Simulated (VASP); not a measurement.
A run of VASP 6.6.1:

Contents of INCAR:

```
PREC     = Accurate       # precision mode
ENCUT    = 520            # plane-wave cutoff, eV
EDIFF    = 1E-6           # SCF threshold, eV
ISMEAR   = 0              # smearing method
SIGMA    = 0.1            # smearing width, eV
LREAL    = False          # projectors in reciprocal space
LASPH    = True           # aspherical terms in the spheres
NELM     = 80             # most SCF steps
ALGO     = Fast           # electronic algorithm
ISIF     = 2              # what is computed and relaxed
LWAVE    = False          # write WAVECAR
LCHARG   = False          # write CHGCAR
GGA      = PS             # functional
NBANDS   = 44             # bands
```

File KPOINTS:

```
Automatic mesh
0
Gamma
  12 12 8
```

Contents of POSCAR:

```
CoSn
1.0
    5.2443016955      0.0000000000      0.0000000000
   -2.6221508478      4.5416984934      0.0000000000
    0.0000000000      0.0000000000      4.1880679746
Co Sn
3 3
Direct
    0.0000000000      0.5000000000      0.0000000000
    0.5000000000      0.5000000000      0.0000000000
    0.5000000000      0.0000000000      0.0000000000
    0.6666666667      0.3333333333      0.5000000000
    0.3333333333      0.6666666667      0.5000000000
    0.0000000000      0.0000000000      0.0000000000
```

Potentials or basis: VASP PAW PBE potentials, release 64 (Co, Sn_d).

The run is started by

```sh
$ cat potpaw_PBE.64/Co/POTCAR potpaw_PBE.64/Sn_d/POTCAR > POTCAR
$ mpirun -np 1 vasp_std > vasp.out
```

Hardware: 1 thread of Intel(R) Xeon(R) 6975P-C (Granite Rapids), with other jobs on the host.

Question: How long does it take, and how much memory?

Answer: Wall time 3.9 min on 1 thread of Intel(R) Xeon(R) 6975P-C (Granite Rapids), on a shared host, peak memory 0.45 GiB. Counts: scf iterations 16, k points 95.
